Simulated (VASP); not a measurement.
# La (Pm-3m) in VASP: further runs

Runs on La. Level: PBE. Tasks: single point, relaxation of cell and atoms.

Everything below comes from runs of VASP 6.6.1. Logs are shortened: lines on timing, memory, paths and dates and some standing lists are left out, and cuts for length are marked.

**1. The cell of the first run**

Symmetry: Pm-3m, No. 221, cubic system. Conventional cell: a = 3.317 Å, b = 3.317 Å, c = 3.317 Å, α = 90.00°, β = 90.00°, γ = 90.00°. Within 4.4 Å of La (site symmetry m-3m) lie 6 La at 3.32 Å.

**2. Single point, PBE**

Input file INCAR:

```
  PREC = Accurate
  ENCUT = 520
  EDIFF = 1E-6
  ISMEAR = -1
  SIGMA = 0.08
  LREAL = F
  LASPH = T
  NELM = 60
  ALGO = Normal
  ISIF = 2
  LWAVE = F
  LCHARG = T
  GGA = PE
  LELF = T
  LVHAR = T
  NBANDS = 12
```

Input file KPOINTS:

```
regular mesh
0
Gamma
  11 11 11
```

Input file POSCAR:

```
La
1.0
    3.3166731825      0.0000000000      0.0000000000
    0.0000000000      3.3166731825      0.0000000000
    0.0000000000      0.0000000000      3.3166731825
La
1
Direct
    0.0000000000      0.0000000000      0.0000000000
```

Potentials or basis: VASP PAW PBE potentials, release 64 (La).

Run with:

```sh
$ cat potpaw_PBE.64/La/POTCAR > POTCAR
$ mpirun -np 1 vasp_std > vasp.out
```

OUTCAR:

```text
PREC = Accurate
   ENCUT = 520
   EDIFF = 1E-6
   ISMEAR = -1
   LREAL = F
   LASPH = T
   NELM = 60
   ISIF = 2
   GGA = PE

 ion  position               nearest neighbor table
   1  0.000  0.000  0.000-

  LATTYP: Found a simple cubic cell.
 ALAT       =     3.3166731825

  Lattice vectors:

 A1 = (   3.3166731825,   0.0000000000,   0.0000000000)
 A2 = (   0.0000000000,   3.3166731825,   0.0000000000)
 A3 = (   0.0000000000,   0.0000000000,   3.3166731825)

Analysis of symmetry for initial positions (statically):
=====================================================================
 Subroutine PRICEL returns:
 Original cell was already a primitive cell.

 Routine SETGRP: Setting up the symmetry group for a
 simple cubic supercell.

 Subroutine GETGRP returns: Found 48 space group operations
 (whereof 48 operations were pure point group operations)
 out of a pool of 48 trial point group operations.

The static configuration has the point symmetry O_h .

Analysis of symmetry for dynamics (positions and initial velocities):
=====================================================================
 Subroutine PRICEL returns:
 Original cell was already a primitive cell.

 Routine SETGRP: Setting up the symmetry group for a
 simple cubic supercell.

 Subroutine GETGRP returns: Found 48 space group operations
 (whereof 48 operations were pure point group operations)
 out of a pool of 48 trial point group operations.

The dynamic configuration has the point symmetry O_h .

 Subroutine INISYM returns: Found 48 space group operations
 (whereof 48 operations are pure point group operations),
 and found     1 'primitive' translations

----------------------------------------------------------------------------------------

                                     Primitive cell

  volume of cell :      36.4845

  direct lattice vectors                    reciprocal lattice vectors
     3.316673183  0.000000000  0.000000000     0.301506945  0.000000000  0.000000000
     0.000000000  3.316673183  0.000000000     0.000000000  0.301506945  0.000000000
     0.000000000  0.000000000  3.316673183     0.000000000  0.000000000  0.301506945

  length of vectors
[... 72 lines left out ...]
   ISTART =      0    job   : 0-new  1-cont  2-samecut
   ICHARG =      2    charge: 1-file 2-atom 10-const
   ISPIN  =      1    spin polarized calculation?
   LNONCOLLINEAR =      F non collinear calculations
   LSORBIT =      F    spin-orbit coupling
   LASPH  =      T    aspherical Exc in radial PAW
   ENCUT  =  520.0 eV  38.22 Ry    6.18 a.u.   6.17  6.17  6.17*2*pi/ulx,y,z
   NELM   =     60;   NELMIN=  2; NELMDL= -5     # of ELM steps
   EDIFF  = 0.1E-05   stopping-criterion for ELM
   LREAL  =      F    real-space projection
   EDIFFG = 0.1E-04   stopping-criterion for IOM
   NSW    =      0    number of steps for IOM
   IBRION =     -1    ionic relax: 0-MD 1-quasi-New 2-CG
   NFREE  =      0    steps in history (QN), initial steepest desc. (CG)
   ISIF   =      2    stress and relaxation
   ISYM   =      2    0-nonsym 1-usesym 2-fastsym
   POTIM  = 0.5000    time-step for ionic-motion
   TEBEG  =    0.0;   TEEND  =   0.0 temperature during run
   PSTRESS=    0.0 pullay stress
   NELECT =      11.0000    total number of electrons
   NUPDOWN=      -1.0000    fix difference up-down
   EMIN   =  10.00;   EMAX   =-10.00  energy-range for DOS
   EFERMI =   0.00;   METHOD = LEGACY
   ISMEAR =    -1;   SIGMA  =   0.08  broadening in eV -4-tet -1-fermi 0-gaus
   EFERMI_NEDOS =   21; number of points for ismear=-14 and -15
   IALGO  =     38    algorithm
   IMIX   =      4    mixing-type and parameters
     AMIX     =   0.40;   BMIX     =  1.00
     AMIX_MAG =   1.60;   BMIX_MAG =  1.00
  volume/ion in A,a.u.               =      36.48       246.21
  Fermi-wavevector in a.u.,A,eV,Ry     =   1.097749  2.074445 16.395739  1.205053
  Thomas-Fermi vector in A             =   2.234114
   LORBIT       =      0    0 simple, 1 ext, 2 COOP (PROOUT), +10 PAW based schemes
   GGA     = PE    functional components
[... 5 lines left out ...]
 non-spin polarized calculation
  energy-cutoff  :      520.00
  volume of cell :       36.48
 maximum number of plane-waves:      1021
 NGX is ok and might be reduce to    28
   NGX = 13   NGY = 13   NGZ = 13

 number of electron      10.9999999 magnetization

 Free energy of the ion-electron system (eV)
  ---------------------------------------------------
  ext. energy  EPLUGINS =         0.00000000
  ---------------------------------------------------
  free energy    TOTEN  =        -4.39781669 eV

  energy without entropy =       -4.34937815  energy(sigma->0) =       -4.37359742

 E-fermi :   7.8853     XC(G=0):  -9.5768

 val. band max:        7.8812013042   @ k =   0.4545   0.2727   0.0000
 cond. band min:       7.8966050122   @ k =   0.4545   0.4545   0.2727
 fundamental gap:      0.0154037080
 Fermi energy:         7.8852841839

 k-point     1 :       0.0000    0.0000    0.0000
  band No.  band energies     occupation
      1     -25.2072      2.00000
      2      -7.9097      2.00000
      3      -7.9097      2.00000
      4      -7.9097      2.00000
      5       5.0537      2.00000
      6       6.7652      2.00000
      7       6.7652      2.00000
      8       9.7983      0.00000
      9       9.7983      0.00000
     10       9.7983      0.00000
     11      10.0068      0.00000
     12      10.0068      0.00000
[... 331 lines left out ...]
 k-point    24 :       0.2727    0.0909    0.0909
  band No.  band energies     occupation
      1     -25.0342      2.00000
      2      -9.0543      2.00000
      3      -7.9637      2.00000
      4      -7.9468      2.00000
      5       6.6001      2.00000
      6       7.5580      1.96711
      7       8.8740      0.00001
      8       9.4648      0.00000
      9       9.4744      0.00000
     10       9.8218      0.00000
     11       9.9110      0.00000
     12      10.1589      0.00000

 [... further k-points ...]
[... 5 lines left out ...]
  --------------------------------------------------------------------------------------
  -------------------------------------------------------------------------------------
  Total        0.0362581      0.0362581      0.0362581      0.0000000      0.0000000     -0.0000000
  in kB        1.5922381      1.5922381      1.5922381      0.0000000      0.0000000     -0.0000000
  external PRESSURE =       1.5922381 kB  Pullay stress =       0.0000000 kB

 VOLUME and BASIS-vectors are now :
 -----------------------------------------------------------------------------
  energy-cutoff  :      520.00
  volume of cell :       36.48
      direct lattice vectors                 reciprocal lattice vectors
     3.316673183  0.000000000  0.000000000     0.301506945  0.000000000  0.000000000
     0.000000000  3.316673183  0.000000000     0.000000000  0.301506945  0.000000000
     0.000000000  0.000000000  3.316673183     0.000000000  0.000000000  0.301506945

 POSITION                                       TOTAL-FORCE (eV/Angst)
 -----------------------------------------------------------------------------------
      0.00000      0.00000      0.00000         0.000000      0.000000      0.000000
 -----------------------------------------------------------------------------------
    total drift:                               -0.000000      0.000000     -0.000000

  FREE ENERGIE OF THE ION-ELECTRON SYSTEM (eV)
  ---------------------------------------------------
  free  energy   TOTEN  =        -4.3978166914 eV

  energy  without entropy=       -4.3493781499  energy(sigma->0) =       -4.37359742
```

stdout:

```text
POSCAR found type information on POSCAR La
 POSCAR found :  1 types and       1 ions
 scaLAPACK will be used
 LDA part: xc-table for (Slater+PW92), standard interpolation
 POSCAR, INCAR and KPOINTS ok, starting setup
 FFT: planning ... GRIDC
 FFT: planning ... GRID_SOFT
 FFT: planning ... GRID
 WAVECAR not read
 entering main loop
```

Run time: 20 s. Hardware: 1 thread of AMD EPYC 9R45 (Zen 5), shared host; peak memory 0.15 GiB.

Results:

```
Free energy : -4.3978 eV
Pressure    : 0.2 GPa
```

Caveat: spin-orbit coupling is left out, which moves the levels of the heavy elements.

**3. Relaxation of cell and atoms, PBE, target pressure 0.16 GPa, at which the enthalpy is minimised**

Input file INCAR:

```
PREC     = Accurate       # precision mode
ENCUT    = 600            # plane-wave cutoff, eV
EDIFF    = 1E-6           # SCF threshold, eV
ISMEAR   = -1             # smearing method
SIGMA    = 0.08           # smearing width, eV
LREAL    = F              # projectors in reciprocal space
LASPH    = T              # aspherical terms in the spheres
NELM     = 60             # most SCF steps
ALGO     = Normal         # electronic algorithm
ISIF     = 3              # what is computed and relaxed
LWAVE    = F              # write WAVECAR
LCHARG   = F              # write CHGCAR
GGA      = PE             # functional
IBRION   = 2              # ionic algorithm
NSW      = 32             # ionic steps
EDIFFG   = -0.005         # ionic threshold
PSTRESS  = 1.6
```

Input file KPOINTS:

```
Automatic mesh
0
Gamma
  11 11 11
```

POSCAR is that of step 2.

Potentials or basis: VASP PAW PBE potentials, release 64 (La).

Run with:

```sh
$ cat potpaw_PBE.64/La/POTCAR > POTCAR
$ mpirun -np 1 vasp_std > vasp.out
```

It took 17 s on 1 thread of AMD EPYC 9R45 (Zen 5), shared host; peak memory 0.15 GiB.

Results (log left out):

| Property | Result |
| --- | --- |
| Free energy | -4.3985 eV |
| Pressure after relaxing | 0.2 GPa |

Final structure:
```
CELL_PARAMETERS angstrom
3.31667 0.00000 0.00000
0.00000 3.31667 0.00000
0.00000 0.00000 3.31667
ATOMIC_POSITIONS crystal
La 0.00000 0.00000 0.00000
```

Levels at points of the mesh, in eV from the Fermi level:
| k point | band 4 | band 5 | band 6 | band 7 | band 8 | band 9 |
| --- | --- | --- | --- | --- | --- | --- |
| (0.00, 0.00, 0.00) | -15.79 | -2.83 | -1.12 | -1.12 | 1.91 | 1.91 |

Caveat: the relaxation stopped at its first step, so nothing moved; the cell is relaxed towards a set pressure, so the enthalpy falls and the energy may rise; spin-orbit coupling is left out, which moves the levels of the heavy elements.

(Continued in part 2 of 2.)
